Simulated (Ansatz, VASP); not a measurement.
**Mg7Te: VASP beside Ansatz**

```xyz
8
Lattice="6.4038 0.0000 0.0000 -3.2019 5.5459 0.0000 0.0000 0.0000 5.2936" Properties=species:S:1:pos:R:3 pbc="T T T"
Mg    4.7874    2.7640    0.0000
Mg    3.2019    0.0178    0.0000
Mg    1.6164    2.7640    0.0000
Mg   -1.5577    4.5966    2.6468
Mg    0.0000    1.8985    2.6468
Mg    1.5577    4.5966    2.6468
Mg    3.2019    1.8486    2.6468
Te    0.0000    0.0000    0.0000
```

Change from the starting cell: species swapped into the Mg7Al type (P-6m2, No. 187).

Alike in both runs: functional PBE; k mesh 3 × 3 × 3; occupations gaussian, width 0.2 eV; no spin polarisation.

Ansatz relaxed the structure, and its values are those at the end. VASP's run is a single point on that final structure, the one shown.

```csv
,VASP,Ansatz
version,VASP 6.6.1,Ansatz 0.2.0
potentials or method,"VASP PAW PBE potentials, release 64 (Mg, Te), cutoff 600 eV","scalar-relativistic, plane waves, PAW"
valence electrons in the cell,20,86
```

Ansatz gave:

```
gap on the k mesh at the Fermi level (eV) : none
pressure (GPa)                            : -0.2
rms of the force components (eV/Å)        : 0.020
```

Which values does VASP return?

gap on the k mesh at the Fermi level (eV): none; pressure (GPa): -0.3; rms of the force components (eV/Å): 0.021.

A gap of «none» marks a metal or a gap that the smearing closes. With one functional, cell and mesh, what is left measures potentials, basis and numerics. VASP's potentials hold 20 valence electrons a cell and Ansatz's 86, so a difference there can come from the potentials and not from the codes.

The k mesh is coarse, so the values compare programs but aren't converged. Neither program's run includes spin-orbit coupling.
